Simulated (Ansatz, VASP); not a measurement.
IrPt2 in VASP and in Ansatz

```
Ir Pt
1.0
     0.00000    3.01749    3.01749
     3.01749    0.00000    3.01749
     3.01749    3.01749    0.00000
Ir Pt
1 2
Direct
  0.50000 0.50000 0.50000
  0.25000 0.25000 0.25000
  0.75000 0.75000 0.75000
```

Alike in both runs: functional PBE; k mesh 6 × 6 × 6; occupations gaussian, width 0.2 eV; no spin polarisation.

Ansatz relaxed the structure, and its values are those at the end. VASP's run is a single point on that final structure, the one shown.

|  | VASP | Ansatz |
| --- | --- | --- |
| version | VASP 6.6.1 | Ansatz 0.2.0 |
| potentials or method | VASP PAW PBE potentials, release 64 (Ir, Pt), cutoff 500 eV | scalar-relativistic, plane waves, PAW |
| valence electrons in the cell | 29 | 53 |

Ansatz gave:

* gap on the k mesh at the Fermi level (eV): none
* pressure (GPa): -0.1

Q: Estimate VASP's values.

A: gap on the k mesh at the Fermi level (eV): none; pressure (GPa): -0.2.

A gap of «none» marks a metal or a gap that the smearing closes. VASP's potentials hold 29 valence electrons a cell and Ansatz's 53, so a difference there can come from the potentials and not from the codes.

Neither program's run includes spin-orbit coupling.
